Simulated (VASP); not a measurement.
Here is a VASP 6.6.1 calculation.

The input INCAR:

```
SYSTEM = Ti3CuBr
PREC = Accurate
ENCUT = 520
EDIFF = 1E-6
ISMEAR = 0
SIGMA = 0.1
LREAL = .False.
LASPH = .True.
NELM = 150
ALGO = Normal
ISIF = 2
LWAVE = .False.
LCHARG = .False.
ISPIN = 2
MAGMOM = 1 1 1 1 0
LORBIT = 11
LMAXMIX = 4
GGA = PE
NBANDS = 39
```

KPOINTS

```
Automatic mesh
0
Gamma
  4 4 4
  0 0 0
```

File POSCAR:

```
Ti3CuBr
1.0
    4.3993420700      0.0000000000      0.0000000000
    0.0000000000      4.3993420700      0.0000000000
    0.0000000000      0.0000000000      4.3993420700
Ti Cu Br
3 1 1
Direct
    0.0000000000      0.5000000000      0.5000000000
    0.5000000000      0.0000000000      0.5000000000
    0.5000000000      0.5000000000      0.0000000000
    0.0000000000      0.0000000000      0.0000000000
    0.5000000000      0.5000000000      0.5000000000
```

Potentials or basis: VASP PAW PBE potentials, release 64 (Ti_sv, Cu, Br).

The run is started by

```console
$ cat potpaw_PBE.64/Ti_sv/POTCAR potpaw_PBE.64/Cu/POTCAR potpaw_PBE.64/Br/POTCAR > POTCAR
$ mpirun -np 1 vasp_std > vasp.out
```

Problem. Estimate the net moment.

Solution. 0.72 μB per cell.

Problem. Predict the pressure.

Solution. 19.6 GPa.

Problem. Estimate the site moments.

Solution. Ti +0.18; Cu +0.01; Br -0.00 μB.

Caveat: the cell stands under pressure.
